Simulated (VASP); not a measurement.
# Si in VASP: further runs, part 2 of 2

VASP 6.6.1. The steps go on from the part before.

## (4) Single point, PBE

This run uses another cell than the first one, of 15.10 Å³/atom.

File INCAR:

```
SYSTEM = Si
PREC = Accurate
ENCUT = 520
EDIFF = 1E-6
ISMEAR = 0
SIGMA = 0.1
LREAL = .FALSE.
LASPH = .TRUE.
NELM = 80
ALGO = Normal
ISIF = 2
LWAVE = .FALSE.
LCHARG = .FALSE.
GGA = PE
NBANDS = 8
```

File KPOINTS:

```
Automatic mesh
0
G
  24 24 22
  0 0 0
```

File POSCAR:

```
Si
1.0
    1.3238394492     -2.2931686233      0.0000000000
    1.3238394492      2.2931686233      0.0000000000
    0.0000000000      0.0000000000      2.4873294020
Si
1
Direct
    0.0000000000      0.0000000000      0.5000000000
```

Potentials or basis: VASP PAW PBE potentials, release 64 (Si).

Run with:

```sh
$ cat potpaw_PBE.64/Si/POTCAR > POTCAR
$ mpirun -np 1 vasp_std > vasp.out
```

OUTCAR:

```text
SYSTEM = Si
   PREC = Accurate
   ENCUT = 520
   EDIFF = 1E-6
   ISMEAR = 0
   LREAL = .FALSE.
   LASPH = .TRUE.
   NELM = 80
   ISIF = 2
   GGA = PE

 ion  position               nearest neighbor table
   1  0.000  0.000  0.500-

  LATTYP: Found a base centered orthorhombic cell.
 ALAT       =     2.6476788984
 B/A-ratio  =     1.7322105220
 C/A-ratio  =     0.9394377103

  Lattice vectors:

 A1 = (   1.3238394492,  -2.2931686233,   0.0000000000)
 A2 = (   1.3238394492,   2.2931686233,   0.0000000000)
 A3 = (   0.0000000000,   0.0000000000,   2.4873294020)

Analysis of symmetry for initial positions (statically):
=====================================================================
 Subroutine PRICEL returns:
 Original cell was already a primitive cell.

 Routine SETGRP: Setting up the symmetry group for a
 base centered orthorhombic supercell.

 Subroutine GETGRP returns: Found  8 space group operations
 (whereof  8 operations were pure point group operations)
 out of a pool of  8 trial point group operations.

The static configuration has the point symmetry D_2h.

Analysis of symmetry for dynamics (positions and initial velocities):
[... 153 lines left out ...]
  free energy    TOTEN  =        -5.11689260 eV

  energy without entropy =       -5.11499439  energy(sigma->0) =       -5.11594350

 E-fermi :   9.3432     XC(G=0): -10.9512

 val. band max:        9.3368708201   @ k =   0.4167   0.4167   0.0000
 cond. band min:       9.3456781568   @ k =   0.5000   0.2083   0.2273
 fundamental gap:      0.0088073367
 Fermi energy:         9.3432002565

 k-point     1 :       0.0000    0.0000    0.0000
  band No.  band energies     occupation
      1      -4.5619      2.00000
      2      16.8168      0.00000
      3      17.1815      0.00000
      4      19.3474      0.00000
      5      19.3494      0.00000
      6      21.4652      0.00000
      7      21.4684      0.00000
      8      26.7599      0.00000
[... 243 lines left out ...]
 k-point    24 :       0.4583    0.0417    0.0000
  band No.  band energies     occupation
      1       1.5351      2.00000
      2       2.9868      2.00000
      3      13.4103      0.00000
      4      16.7539      0.00000
      5      21.8107      0.00000
      6      24.4928      0.00000
      7      25.8867      0.00000
      8      28.1890      0.00000

 [... further k-points ...]
[... 5 lines left out ...]
  --------------------------------------------------------------------------------------
  -------------------------------------------------------------------------------------
  Total       -0.0040138     -0.0043725     -0.0041271      0.0000000      0.0000000      0.0000000
  in kB       -0.4258226     -0.4638852     -0.4378429      0.0000000      0.0000000      0.0000000
  external PRESSURE =      -0.4425169 kB  Pullay stress =       0.0000000 kB

 VOLUME and BASIS-vectors are now :
 -----------------------------------------------------------------------------
  energy-cutoff  :      520.00
  volume of cell :       15.10
      direct lattice vectors                 reciprocal lattice vectors
     1.323839449 -2.293168623  0.000000000     0.377689304 -0.218038916  0.000000000
     1.323839449  2.293168623  0.000000000     0.377689304  0.218038916  0.000000000
     0.000000000  0.000000000  2.487329402     0.000000000  0.000000000  0.402037623

 POSITION                                       TOTAL-FORCE (eV/Angst)
 -----------------------------------------------------------------------------------
      0.00000      0.00000      1.24366         0.000000      0.000000      0.000000
 -----------------------------------------------------------------------------------
    total drift:                                0.000000     -0.000000     -0.000000

  FREE ENERGIE OF THE ION-ELECTRON SYSTEM (eV)
  ---------------------------------------------------
  free  energy   TOTEN  =        -5.1168925995 eV

  energy  without entropy=       -5.1149943940  energy(sigma->0) =       -5.11594350
```

OSZICAR:

```text
N       E                     dE             d eps       ncg     rms          rms(c)
DAV:   1    -0.191085752975E+01   -0.19109E+01   -0.17386E+03 30792   0.406E+02
DAV:   2    -0.510798267883E+01   -0.31971E+01   -0.31085E+01 43344   0.311E+01
DAV:   3    -0.512348549315E+01   -0.15503E-01   -0.15460E-01 35112   0.259E+00
DAV:   4    -0.512350408089E+01   -0.18588E-04   -0.18588E-04 48768   0.930E-02
DAV:   5    -0.512350409019E+01   -0.92932E-08   -0.84571E-08 35336   0.106E-03    0.285E+00
DAV:   6    -0.511945543300E+01    0.40487E-02   -0.24974E-03 36680   0.235E-01    0.163E+00
DAV:   7    -0.511690194812E+01    0.25535E-02   -0.55021E-03 35032   0.359E-01    0.163E-01
DAV:   8    -0.511689538226E+01    0.65659E-05   -0.19274E-04 39832   0.807E-02    0.333E-02
DAV:   9    -0.511689281797E+01    0.25643E-05   -0.10214E-05 40536   0.192E-02    0.946E-03
DAV:  10    -0.511689259945E+01    0.21852E-06   -0.66952E-07 27208   0.512E-03
   1 F= -.51168926E+01 E0= -.51159435E+01  d E =-.189821E-02
```

Wall time 77 s (1 thread of Intel Xeon Platinum 8559C (Emerald Rapids), shared host); peak memory 0.28 GiB.

What came out:

```yaml
Free_energy: -5.1169 eV
Pressure: 0.0 GPa
Band_gap_on_the_k_mesh: zero (bands 2 and 3 overlap by 11.94 eV)
```

Levels at points of the mesh, in eV from the Fermi level:
| k point | band 1 | band 2 | band 3 | band 4 | band 5 | band 6 |
| --- | --- | --- | --- | --- | --- | --- |
| (0.00, 0.00, 0.00) | -13.91 | 7.47 | 7.84 | 10.00 | 10.01 | 12.12 |
| (0.50, 0.00, 0.00) | -7.60 | -6.66 | 4.98 | 6.45 | 12.52 | 15.02 |
| (0.50, 0.50, 0.00) | -7.60 | -6.66 | 4.98 | 6.45 | 12.52 | 15.02 |
| (0.00, 0.00, 0.50) | -9.13 | -7.04 | 13.50 | 13.50 | 14.83 | 14.83 |
| (0.50, 0.00, 0.50) | -2.88 | -2.11 | -2.00 | 1.56 | 8.54 | 12.13 |
| (0.50, 0.50, 0.50) | -2.88 | -2.11 | -2.00 | 1.56 | 8.54 | 12.13 |

## (5) The runs side by side

| cell | k mesh | smearing | gap on the mesh (eV) | pressure (GPa) |
| --- | --- | --- | --- | --- |
| a = 2.615, b = 2.615, c = 2.499 Å, angles 90.0, 90.0, 118.8°, 1 atom, atomic positions A | 8 × 8 × 6 | gaussian 0.1 eV | none | 0.7 |
| a = 4.501, b = 5.323, c = 4.997 Å, 8 atoms, atomic positions B | 4 × 4 × 4 | gaussian 0.2 eV | none | -0.1 |
| a = 2.648, b = 2.648, c = 2.487 Å, angles 90.0, 90.0, 120.0°, 1 atom, atomic positions A | 24 × 24 × 22 | gaussian 0.1 eV | none | 0.0 |

Alike in all rows: task single point; level PBE; potentials or basis VASP PAW PBE potentials, release 64 (Si); no spin polarisation; cutoff (eV) 520.

Caveats: some runs use coarse meshes.

Total energies depend on the potentials used, so only differences within one code and one set of settings carry meaning.
